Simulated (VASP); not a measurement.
Si: single point with LDA

Si:

```
CELL_PARAMETERS angstrom
3.63089 0.00000 0.00000
-1.81544 3.14444 0.00000
0.00000 0.00000 6.28912
ATOMIC_POSITIONS crystal
Si 0.33333 0.66667 0.06303
Si 0.66667 0.33333 0.56303
Si 0.33333 0.66667 0.43697
Si 0.66667 0.33333 0.93697
```

This cell differs from its parent crystal: strain -0.0450 x Voigt [1, 1, 0, 0, 0, 0].

```json
{
  "Program": "VASP 6.6.1",
  "Task": "single point",
  "Functional": "LDA",
  "Potentials or basis": "VASP PAW LDA potentials, release 64 (Si)",
  "Cutoff": "520 eV",
  "k mesh": "12 × 12 × 6",
  "Occupations": "gaussian, width 0.03 eV",
  "Spin": "no spin polarisation",
  "Dipole correction": "no",
  "Further INCAR settings": "ALGO = Normal; EDIFF = 1e-06; NBANDS = 16"
}
```

```
Pressure               : 11.2 GPa
Largest force          : 0.714 eV/Å
Band gap on the k mesh : 0.24 eV (least direct gap 1.54 eV)
```

Forces on the atoms (eV/Å):
```
Si   0.000  0.000  0.714
Si   0.000  0.000  0.714
Si   0.000  0.000 -0.714
Si   0.000  0.000 -0.714
```

Stress tensor (GPa, compression positive):
```
15.38  0.00  0.00
 0.00 15.38  0.00
 0.00  0.00  2.76
```

Levels at points of the mesh, in eV from the valence-band top:
```tsv
k point	band 4	band 5	band 6	band 7	band 8	band 9	band 10	band 11	band 12	band 13
(0.00, 0.00, 0.00)	-1.43	-1.43	-0.58	0.00	0.00	1.54	1.76	2.14	2.14	4.19
(0.50, 0.00, 0.00)	-6.57	-5.17	-3.42	-3.24	-1.68	0.24	2.30	2.61	3.17	4.02
(0.00, 0.00, 0.50)	-4.82	-0.86	-0.86	-0.86	-0.86	2.38	2.38	3.05	3.05	3.05
(0.50, 0.00, 0.50)	-7.85	-2.87	-2.87	-2.62	-2.62	0.70	0.70	1.20	1.20	5.69
```

It took 83 s on 1 thread of Intel Xeon 8259CL, with other jobs on the host, peak memory 0.19 GiB.

Caveat: the cell differs from its parent crystal (strain -0.0450 x Voigt [1, 1, 0, 0, 0, 0]); the cell stands under pressure. A k mesh can miss the band edges.
